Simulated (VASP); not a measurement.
Li2S, 3 atoms in the cell. It takes space group Fm-3m (No. 225, cubic). Conventional cell: a = 5.691 Å, b = 5.691 Å, c = 5.691 Å, α = 90.00°, β = 90.00°, γ = 90.00°. Within 3.3 Å of S (site symmetry m-3m) lie 8 Li at 2.46 Å. Li (site symmetry -43m) has 4 S at 2.46 Å and 6 Li at 2.85 Å within 3.3 Å. 

| Item | Value |
| --- | --- |
| Program | VASP 6.6.1 |
| Task | single point |
| Functional | PBE-based screened hybrid |
| Potentials or basis | VASP PAW PBE potentials, release 64 (S, Li_sv) |
| Cutoff | 650 eV |
| k mesh | 4 × 4 × 4 |
| Occupations | gaussian, width 0.01 eV |
| Spin | no spin polarisation |
| Dipole correction | no |
| Grid for exact exchange (PRECFOCK) | Normal |
| Share of exact exchange | 0.1 |
| Further INCAR settings | ALGO = Normal; EDIFF = 1e-06; NBANDS = 13 |
| Screening parameter | 0.1 1/Å |

Potentials or basis: VASP PAW PBE potentials, release 64 (S, Li_sv).

Run with:

```sh
$ cat potpaw_PBE.64/S/POTCAR potpaw_PBE.64/Li_sv/POTCAR > POTCAR
$ cp INCAR.step1 INCAR
$ mpirun -np 1 vasp_std > vasp.out
$ cp INCAR.step2 INCAR
$ mpirun -np 1 vasp_std > vasp.out
```

Hardware: 1 thread of Intel(R) Xeon(R) 6975P-C (Granite Rapids), with other jobs on the host.

Q: How long does it take, and how much memory?

A: Run time: 110 s on 1 thread of Intel(R) Xeon(R) 6975P-C (Granite Rapids) (shared host), peak memory 0.29 GiB. Counts: k points 8.
